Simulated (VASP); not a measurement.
# LiF (Fm-3m) in VASP: a series of runs

LiF is run at these levels: LDA; tasks: elastic constants.

Everything below comes from runs of VASP 6.6.1. Logs are shortened: lines on timing, memory, paths and dates and some standing lists are left out, and cuts for length are marked.

### Step 1. The cell of the first run

The structure is cubic, space group Fm-3m (No. 225). The conventional cell has a = 3.855 Å, b = 3.855 Å, c = 3.855 Å, α = 90.00°, β = 90.00°, γ = 90.00°. Within 2.6 Å of Li (site symmetry m-3m) lie 6 F at 1.93 Å. F (site symmetry m-3m) has 6 Li at 1.93 Å within 2.6 Å.

### Step 2. Elastic constants, LDA

Contents of INCAR:

```
SYSTEM = LiF
PREC = Accurate
ENCUT = 600
EDIFF = 1E-8
ISMEAR = 0
SIGMA = 0.01
LREAL = .FALSE.
LASPH = .TRUE.
NELM = 100
ALGO = Normal
ISIF = 3
LWAVE = .FALSE.
LCHARG = .FALSE.
GGA = CA
NBANDS = 12
IBRION = 6
NFREE = 2
POTIM = 0.015
NSW = 1
```

Contents of KPOINTS:

```
Automatic mesh
0
G
  10 10 10
  0 0 0
```

Contents of POSCAR:

```
LiF
1.0
    0.0000000000      1.9274425413      1.9274425413
    1.9274425413      0.0000000000      1.9274425413
    1.9274425413      1.9274425413      0.0000000000
Li F
1 1
Direct
    0.0000000000      0.0000000000      0.0000000000
    0.5000000000      0.5000000000      0.5000000000
```

Potentials or basis: VASP PAW LDA potentials, release 64 (Li_sv, F).

Started as:

```sh
> cat potpaw_LDA.64/Li_sv/POTCAR potpaw_LDA.64/F/POTCAR > POTCAR
> mpirun -np 1 vasp_std > vasp.out
```

OUTCAR:

```text
SYSTEM = LiF
   PREC = Accurate
   ENCUT = 600
   EDIFF = 1E-8
   ISMEAR = 0
   LREAL = .FALSE.
   LASPH = .TRUE.
   NELM = 100
   ISIF = 3
   GGA = CA
   IBRION = 6
   NFREE = 2
   POTIM = 0.015
   NSW = 1

 ion  position               nearest neighbor table
   1  0.000  0.000  0.000-   2 1.93   2 1.93   2 1.93   2 1.93   2 1.93   2 1.93
   2  0.500  0.500  0.500-   1 1.93   1 1.93   1 1.93   1 1.93   1 1.93   1 1.93

  LATTYP: Found a face centered cubic cell.
 ALAT       =     3.8548850826

  Lattice vectors:

 A1 = (   0.0000000000,   1.9274425413,   1.9274425413)
 A2 = (   1.9274425413,   0.0000000000,   1.9274425413)
 A3 = (   1.9274425413,   1.9274425413,   0.0000000000)

Analysis of symmetry for initial positions (statically):
=====================================================================
 Subroutine PRICEL returns:
 Original cell was already a primitive cell.

 Routine SETGRP: Setting up the symmetry group for a
 face centered cubic supercell.

 Subroutine GETGRP returns: Found 48 space group operations
 (whereof 48 operations were pure point group operations)
 out of a pool of 48 trial point group operations.

The static configuration has the point symmetry O_h .

Analysis of symmetry for dynamics (positions and initial velocities):
=====================================================================
 Subroutine PRICEL returns:
 Original cell was already a primitive cell.

 Routine SETGRP: Setting up the symmetry group for a
 face centered cubic supercell.

 Subroutine GETGRP returns: Found 48 space group operations
 (whereof 48 operations were pure point group operations)
 out of a pool of 48 trial point group operations.

The dynamic configuration has the point symmetry O_h .

 Subroutine INISYM returns: Found 48 space group operations
 (whereof 48 operations are pure point group operations),
 and found     1 'primitive' translations

----------------------------------------------------------------------------------------

                                     Primitive cell

  volume of cell :      14.3210

  direct lattice vectors                    reciprocal lattice vectors
     0.000000000  1.927442541  1.927442541    -0.259411105  0.259411105  0.259411105
     1.927442541  0.000000000  1.927442541     0.259411105 -0.259411105  0.259411105
     1.927442541  1.927442541  0.000000000     0.259411105  0.259411105 -0.259411105

  length of vectors
     2.725815383  2.725815383  2.725815383     0.449313214  0.449313214  0.449313214

  position of ions in fractional coordinates (direct lattice)
     0.000000000  0.000000000  0.000000000
     0.500000000  0.500000000  0.500000000

  ion indices of the primitive-cell ions
   primitive index   ion index
                 1           1
                 2           2

----------------------------------------------------------------------------------------

 KPOINTS: Automatic mesh

Automatic generation of k-mesh.
 Grid dimensions read from file:
 generate k-points for:   10   10   10

 Generating k-lattice:

  Cartesian coordinates                     Fractional coordinates (reciprocal lattice)
    -0.025941111  0.025941111  0.025941111     0.100000000  0.000000000  0.000000000
[... 107 lines left out ...]
  free energy    TOTEN  =       -10.49391042 eV

  energy without entropy =      -10.49391042  energy(sigma->0) =      -10.49391042

------------------------ aborting loop because EDIFF is reached ----------------------------------------

  FORCE on cell =-STRESS in cart. coord.  units (eV):
  Direction    XX          YY          ZZ          XY          YZ          ZX
  --------------------------------------------------------------------------------------
  -------------------------------------------------------------------------------------
  Total        0.2999207      0.2999207      0.2999207      0.0000000     -0.0000000     -0.0000000
  in kB       33.5538761     33.5538761     33.5538761      0.0000000     -0.0000000     -0.0000000
  external PRESSURE =      33.5538761 kB  Pullay stress =       0.0000000 kB
[... 89 lines left out ...]
  FREE ENERGIE OF THE ION-ELECTRON SYSTEM (eV)
  ---------------------------------------------------
  free  energy   TOTEN  =       -10.4873774952 eV

  energy  without entropy=      -10.4873774952  energy(sigma->0) =      -10.48737750

[... ionic steps 4 to 14 ...]

--------------------------------------- Ionic step       15  -------------------------------------------

 number of electron      10.0000001 magnetization

------------------------ aborting loop because EDIFF is reached ----------------------------------------
[... 67 lines left out ...]
--------------------------------------- Ionic step       17  -------------------------------------------

 number of electron      10.0000003 magnetization

 Free energy of the ion-electron system (eV)
  ---------------------------------------------------
  ext. energy  EPLUGINS =         0.00000000
  ---------------------------------------------------
  free energy    TOTEN  =       -10.49360412 eV

  energy without entropy =      -10.49360412  energy(sigma->0) =      -10.49360412

 E-fermi :  -0.1611     XC(G=0): -11.3423

 val. band max:       -0.4154711361   @ k =   0.0000   0.0000   0.0000
 cond. band min:       9.7040093700   @ k =   0.0000   0.0000   0.0000
 fundamental gap:     10.1194805061
 Fermi energy:        -0.1611306280

 k-point     1 :       0.0000    0.0000    0.0000
  band No.  band energies     occupation
      1     -39.9496      2.00000
      2     -20.3728      2.00000
      3      -0.4160      2.00000
      4      -0.4155      2.00000
      5      -0.4155      2.00000
      6       9.7040      0.00000
      7      24.6750      0.00000
      8      24.6750      0.00000
      9      24.7774      0.00000
     10      24.8011      0.00000
     11      24.9014      0.00000
     12      24.9014      0.00000
[... 331 lines left out ...]
 k-point    24 :       0.4000    0.3000    0.0000
  band No.  band energies     occupation
      1     -39.8264      2.00000
      2     -19.6736      2.00000
      3      -3.2502      2.00000
      4      -1.5091      2.00000
      5      -1.3696      2.00000
      6      13.6067      0.00000
      7      16.7298      0.00000
      8      19.1689      0.00000
      9      20.7411      0.00000
     10      21.8529      0.00000
     11      36.2896      0.00000
     12      36.5121      0.00000

 [... further k-points ...]
[... 5 lines left out ...]
  --------------------------------------------------------------------------------------
  -------------------------------------------------------------------------------------
  Total        0.3047092      0.2997133      0.2997133      0.0000000     -0.0000000      0.0000000
  in kB       34.0895907     33.5306687     33.5306687      0.0000000     -0.0000000      0.0000000
  external PRESSURE =      33.7169760 kB  Pullay stress =       0.0000000 kB
[... 17 lines left out ...]
  FREE ENERGIE OF THE ION-ELECTRON SYSTEM (eV)
  ---------------------------------------------------
  free  energy   TOTEN  =       -10.4936041215 eV

  energy  without entropy=      -10.4936041215  energy(sigma->0) =      -10.49360412

 INTERNAL STRAIN TENSORS FROM STRAINED CELLS
 ============================================

 INTERNAL STRAIN TENSOR FOR ION    1 for displacements in x,y,z  (eV/Angst):
          X           Y           Z          XY          YZ          ZX
  --------------------------------------------------------------------------------
  x     0.00000     0.00000    -0.00000     0.00000     0.00000    -0.00000
  y     0.00000     0.00000     0.00000    -0.00000     0.00000     0.00000
  z    -0.00000    -0.00000     0.00000     0.00000    -0.00000    -0.00000

 INTERNAL STRAIN TENSORS FROM DISPLACED ATOMS
 ============================================

 INTERNAL STRAIN TENSOR FOR ION    1 for displacements in x,y,z  (eV/Angst):
          X           Y           Z          XY          YZ          ZX
  --------------------------------------------------------------------------------
  x     0.00000     0.00000     0.00000     0.00000     0.00000     0.00000
  y     0.00000     0.00000     0.00000     0.00000     0.00000     0.00000
  z     0.00000     0.00000     0.00000     0.00000     0.00000     0.00000

 INTERNAL STRAIN TENSOR FOR ION    2 for displacements in x,y,z  (eV/Angst):
          X           Y           Z          XY          YZ          ZX
  --------------------------------------------------------------------------------
  x     0.00000     0.00000     0.00000     0.00000     0.00000     0.00000
  y     0.00000     0.00000     0.00000     0.00000     0.00000     0.00000
  z     0.00000     0.00000     0.00000     0.00000     0.00000     0.00000

 Eigenvectors and eigenvalues of the dynamical matrix
 ----------------------------------------------------

   1 f  =   11.407734 THz    71.676907 2PiTHz  380.521051 cm-1    47.178576 meV
             X         Y         Z           dx          dy          dz
      0.000000  0.000000  0.000000    -0.639250    0.567295    0.000000
      1.927443  1.927443  1.927443     0.388311   -0.344602    0.000000
[... 21 lines left out ...]
   6 f/i=    0.000052 THz     0.000326 2PiTHz    0.001731 cm-1     0.000215 meV
             X         Y         Z           dx          dy          dz
      0.000000  0.000000  0.000000    -0.080196   -0.148767    0.490890
      1.927443  1.927443  1.927443    -0.132022   -0.244905    0.808118

--------------------------------------------------------------------------------------------------------

 ELASTIC MODULI CONTR FROM IONIC RELAXATION (kBar)
 Direction    XX          YY          ZZ          XY          YZ          ZX
 --------------------------------------------------------------------------------
 XX           0.0000      0.0000      0.0000      0.0000      0.0000      0.0000
 YY           0.0000      0.0000      0.0000      0.0000      0.0000      0.0000
 ZZ           0.0000      0.0000      0.0000      0.0000      0.0000      0.0000
 XY           0.0000      0.0000      0.0000      0.0000      0.0000      0.0000
 YZ           0.0000      0.0000      0.0000      0.0000      0.0000      0.0000
 ZX           0.0000      0.0000      0.0000      0.0000      0.0000      0.0000
 --------------------------------------------------------------------------------

 TOTAL ELASTIC MODULI (kBar)
 Direction    XX          YY          ZZ          XY          YZ          ZX
 --------------------------------------------------------------------------------
 XX        1871.8676    513.4437    513.4437     -0.0000     -0.0000      0.0000
 YY         513.4437   1871.8676    513.4437      0.0000      0.0000      0.0000
 ZZ         513.4437    513.4437   1871.8676      0.0000      0.0000     -0.0000
 XY          -0.0000      0.0000      0.0000    716.7624      0.0000      0.0000
 YZ          -0.0000      0.0000      0.0000      0.0000    716.7624      0.0000
 ZX           0.0000      0.0000     -0.0000      0.0000      0.0000    716.7624
 --------------------------------------------------------------------------------
```

Wall time 6.1 min (1 thread of Intel Xeon 8259CL, shared host); peak memory 0.22 GiB.

What came out:

* Elastic constants C11, C12, C44: 187, 51, 72 GPa
* Voigt bulk modulus: 97 GPa
* Highest phonon frequency at Γ, LO-TO splitting left out: 381 cm⁻¹

Phonon frequencies in cm⁻¹ (negative: imaginary):
| q point | frequencies |
| --- | --- |
| (0.000, 0.000, 0.000) | 0 0 0 381 381 381 |

Elastic tensor in Voigt notation (GPa, in the Cartesian axes of the cell as first typed):
```
187  51  51   0   0   0
 51 187  51   0   0   0
 51  51 187   0   0   0
  0   0   0  72   0   0
  0   0   0   0  72   0
  0   0   0   0   0  72
```

Clamped-ion elastic tensor (GPa):
```
187  51  51   0   0   0
 51 187  51   0   0   0
 51  51 187   0   0   0
  0   0   0  72   0   0
  0   0   0   0  72   0
  0   0   0   0   0  72
```

Caveat: the cell is under stress, which shifts elastic constants; the cutoff is under 1.25 times the usual one of these potentials, so pressure, stress and relaxed cells hold a basis-set (Pulay) error.

### Step 3. Elastic constants, LDA

This run uses another cell than the first one, of 7.30 Å³/atom.

Contents of INCAR:

```
SYSTEM = LiF
  PREC = Accurate
  ENCUT = 600
  EDIFF = 1E-8
  ISMEAR = 0
  SIGMA = 0.01
  LREAL = .FALSE.
  LASPH = .TRUE.
  NELM = 80
  ALGO = Normal
  ISIF = 3
  LWAVE = .FALSE.
  LCHARG = .FALSE.
  NBANDS = 12
  IBRION = 6
  NFREE = 2
  POTIM = 0.015
  NSW = 1
```

KPOINTS is that of step 2.

Contents of POSCAR:

```
LiF
1.0
    0.0000000000      1.9402809222      1.9402809222
    1.9402809222      0.0000000000      1.9402809222
    1.9402809222      1.9402809222      0.0000000000
Li F
1 1
Direct
    0.0000000000      0.0000000000      0.0000000000
    0.5000000000      0.5000000000      0.5000000000
```

Potentials or basis: VASP PAW LDA potentials, release 64 (Li_sv, F).

Started as:

```sh
> cat potpaw_LDA.64/Li_sv/POTCAR potpaw_LDA.64/F/POTCAR > POTCAR
> mpirun -np 1 vasp_std > vasp.out
```

It took 6.7 min on 1 thread of Intel Xeon 8259CL, shared host; peak memory 0.22 GiB.

Results (log left out):

```yaml
Elastic_constants_C11_C12_C44: 172, 50, 70 GPa
Voigt_bulk_modulus: 91 GPa
Highest_phonon_frequency_at_Γ_LO-TO_splitting_left_out: 363 cm⁻¹
```

Phonon frequencies in cm⁻¹ (negative: imaginary):
| q point | frequencies |
| --- | --- |
| (0.000, 0.000, 0.000) | 0 0 0 363 363 363 |

Elastic tensor in Voigt notation (GPa, in the Cartesian axes of the cell as first typed):
```
172  50  50   0   0   0
 50 172  50   0   0   0
 50  50 172   0   0   0
  0   0   0  70   0   0
  0   0   0   0  70   0
  0   0   0   0   0  70
```

Clamped-ion elastic tensor (GPa):
```
172  50  50   0   0   0
 50 172  50   0   0   0
 50  50 172   0   0   0
  0   0   0  70   0   0
  0   0   0   0  70   0
  0   0   0   0   0  70
```

Caveat: the cell is under stress, which shifts elastic constants; the cutoff is under 1.25 times the usual one of these potentials, so pressure, stress and relaxed cells hold a basis-set (Pulay) error.

### Step 4. Elastic constants, LDA

This run uses another cell than the first one, of 7.38 Å³/atom.

Contents of INCAR:

```
SYSTEM = LiF
PREC = Accurate ; ENCUT = 600
EDIFF = 1E-8 ; ISMEAR = 0
SIGMA = 0.01 ; LREAL = .False.
LASPH = .True. ; NELM = 100
ALGO = Normal ; ISIF = 3
LWAVE = .False. ; LCHARG = .False.
NBANDS = 12 ; IBRION = 6
NFREE = 2 ; POTIM = 0.015
NSW = 1
```

Contents of KPOINTS:

```
Automatic mesh
0
Gamma
  10 10 10
  0 0 0
```

Contents of POSCAR:

```
LiF
1.0
    0.0000000000      1.9472014639      1.9472014639
    1.9472014639      0.0000000000      1.9472014639
    1.9472014639      1.9472014639      0.0000000000
Li F
1 1
Direct
    0.0000000000      0.0000000000      0.0000000000
    0.5000000000      0.5000000000      0.5000000000
```

Started as:

```sh
> cat potpaw_LDA.64/Li_sv/POTCAR potpaw_LDA.64/F/POTCAR > POTCAR
> mpirun -np 1 vasp_std > vasp.out
```

Run time: 6.7 min. Hardware: 1 thread of Intel Xeon 8259CL, shared host; peak memory 0.22 GiB.

Results (log left out):

```
Elastic constants C11, C12, C44                         : 164, 49, 69 GPa
Voigt bulk modulus                                      : 87 GPa
Highest phonon frequency at Γ, LO-TO splitting left out : 354 cm⁻¹
```

Phonon frequencies in cm⁻¹ (negative: imaginary):
```
              q point        frequencies
(0.000, 0.000, 0.000)  0 0 0 354 354 354
```

Elastic tensor in Voigt notation (GPa, in the Cartesian axes of the cell as first typed):
```
164  49  49   0   0   0
 49 164  49   0   0   0
 49  49 164   0   0   0
  0   0   0  69   0   0
  0   0   0   0  69   0
  0   0   0   0   0  69
```

Clamped-ion elastic tensor (GPa):
```
164  49  49   0   0   0
 49 164  49   0   0   0
 49  49 164   0   0   0
  0   0   0  69   0   0
  0   0   0   0  69   0
  0   0   0   0   0  69
```

Caveat: the cutoff is under 1.25 times the usual one of these potentials, so pressure, stress and relaxed cells hold a basis-set (Pulay) error.

### Step 5. Elastic constants, LDA

This run uses another cell than the first one, of 7.47 Å³/atom.

Contents of INCAR:

```
PREC = Accurate ; ENCUT = 600
EDIFF = 1E-8 ; ISMEAR = 0
SIGMA = 0.01 ; LREAL = F
LASPH = T ; NELM = 100
ALGO = Normal ; ISIF = 3
LWAVE = F ; LCHARG = F
IBRION = 6 ; NFREE = 2
POTIM = 0.015 ; NSW = 1
```

Contents of KPOINTS:

```
regular mesh
0
Gamma
  10 10 10
```

Contents of POSCAR:

```
LiF
1.0
    0.0000000000      1.9544663793      1.9544663793
    1.9544663793      0.0000000000      1.9544663793
    1.9544663793      1.9544663793      0.0000000000
Li F
1 1
Direct
    0.0000000000      0.0000000000      0.0000000000
    0.5000000000      0.5000000000      0.5000000000
```

Started as:

```sh
> cat potpaw_LDA.64/Li_sv/POTCAR potpaw_LDA.64/F/POTCAR > POTCAR
> mpirun -np 1 vasp_std > vasp.out
```

Wall time 5.1 min (1 thread of Intel Xeon 8259CL, shared host); peak memory 0.2 GiB.

It converged, with:

```yaml
Elastic_constants_C11_C12_C44: 156, 48, 68 GPa
Voigt_bulk_modulus: 84 GPa
Highest_phonon_frequency_at_Γ_LO-TO_splitting_left_out: 344 cm⁻¹
```

Phonon frequencies in cm⁻¹ (negative: imaginary):
| q point | frequencies |
| --- | --- |
| (0.000, 0.000, 0.000) | 0 0 0 344 344 344 |

Elastic tensor in Voigt notation (GPa, in the Cartesian axes of the cell as first typed):
```
156  48  48   0   0   0
 48 156  48   0   0   0
 48  48 156   0   0   0
  0   0   0  68   0   0
  0   0   0   0  68   0
  0   0   0   0   0  68
```

Clamped-ion elastic tensor (GPa):
```
156  48  48   0   0   0
 48 156  48   0   0   0
 48  48 156   0   0   0
  0   0   0  68   0   0
  0   0   0   0  68   0
  0   0   0   0   0  68
```

Caveat: the cutoff is under 1.25 times the usual one of these potentials, so pressure, stress and relaxed cells hold a basis-set (Pulay) error.
